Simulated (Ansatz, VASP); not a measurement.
# Pd in VASP and in Ansatz

INCAR

```
SYSTEM = Pd
PREC = Accurate
ENCUT = 520
EDIFF = 1E-6
ISMEAR = 0
SIGMA = 0.1
LREAL = .False.
LASPH = .True.
NELM = 80
ALGO = Normal
ISIF = 2
LWAVE = .False.
LCHARG = .False.
GGA = PE
NBANDS = 11
```

Contents of KPOINTS:

```
regular mesh
0
Gamma
  18 18 18
  0 0 0
```

File POSCAR:

```
Pd
1.0
    0.0000000000      1.9101837633      1.9101837633
    1.9101837633      0.0000000000      1.9101837633
    1.9101837633      1.9101837633      0.0000000000
Pd
1
Direct
    0.0000000000      0.0000000000      0.0000000000
```

Input for Ansatz:

```yaml
crystal:
  lattice:
    - [0.0, 1.9101837633, 1.9101837633]
    - [1.9101837633, 0.0, 1.9101837633]
    - [1.9101837633, 1.9101837633, 0.0]
  atoms:
    - { symbol: Pd, position: [0.0, 0.0, 0.0] }
basis:
  ecutwfc: 420
kpoints:
  mp_grid: { grid: [18, 18, 18] }
hamiltonian:
  xc: pbe
scf:
  occupations: { method: gaussian, width: 0.1 }
output:
  forces: true
  stress: true
  eigenvalues: true
```

Alike in both runs: task single point; functional PBE; k mesh 18 × 18 × 18; occupations gaussian, width 0.1 eV; no spin polarisation.

```csv
,VASP,Ansatz
version,VASP 6.6.1,Ansatz 0.2.0
potentials or method,"VASP PAW PBE potentials, release 64 (Pd), cutoff 520 eV","scalar-relativistic, plane waves, PAW"
valence electrons in the cell,10,18
```

Ansatz gave:

```
gap on the k mesh at the Fermi level (eV) : none
pressure (GPa)                            : 20.6
```

Task: Estimate VASP's values.

Result: gap on the k mesh at the Fermi level (eV): none; pressure (GPa): 20.1.

A gap of «none» marks a metal or a gap that the smearing closes. With one functional, cell and mesh, what is left measures potentials, basis and numerics. VASP's potentials hold 10 valence electrons a cell and Ansatz's 18, so a difference there can come from the potentials and not from the codes.
